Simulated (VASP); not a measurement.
A run of VASP 6.6.1:

POSCAR

```
GaP
1.0
    0.0000000000      2.7253992957      2.7253992957
    2.7253992957      0.0000000000      2.7253992957
    2.7253992957      2.7253992957      0.0000000000
Ga P
1 1
Direct
    0.0000000000      0.0000000000      0.0000000000
    0.2500000000      0.2500000000      0.2500000000
```

The input INCAR.step1:

```
SYSTEM = GaP
PREC = Accurate
ENCUT = 520
ISMEAR = 0
SIGMA = 0.01
LREAL = .FALSE.
LASPH = .TRUE.
NELM = 60
ISYM = 0
NBANDS = 16
GGA = PE
ALGO = Normal
EDIFF = 1E-4
LWAVE = .TRUE.
LCHARG = .FALSE.
```

Contents of INCAR.step2:

```
SYSTEM = GaP
PREC = Accurate
ENCUT = 520
EDIFF = 1E-6
ISMEAR = 0
SIGMA = 0.01
LREAL = .FALSE.
LASPH = .TRUE.
NELM = 60
ALGO = Normal
ISIF = 2
LWAVE = .FALSE.
LCHARG = .TRUE.
METAGGA = R2SCAN
LMIXTAU = .TRUE.
LELF = .TRUE.
LVHAR = .TRUE.
ISYM = 0
NBANDS = 16
ISTART = 1
```

File KPOINTS:

```
Automatic mesh
0
Gamma
  6 6 6
  0.5 0.5 0.5
```

Potentials or basis: VASP PAW PBE potentials, release 64 (Ga_d, P).

Launch:

```console
$ cat potpaw_PBE.64/Ga_d/POTCAR potpaw_PBE.64/P/POTCAR > POTCAR
$ cp INCAR.step1 INCAR
$ mpirun -np 1 vasp_std > vasp.out
$ cp INCAR.step2 INCAR
$ mpirun -np 1 vasp_std > vasp.out
```

Hardware: 1 thread of Intel(R) Xeon(R) Platinum 8488C (Sapphire Rapids) (shared host).

Q: Estimate the wall time of this run.

A: Run time: 14 min on 1 thread of Intel(R) Xeon(R) Platinum 8488C (Sapphire Rapids), on a shared host, peak memory 0.38 GiB. Counts: k points 432.
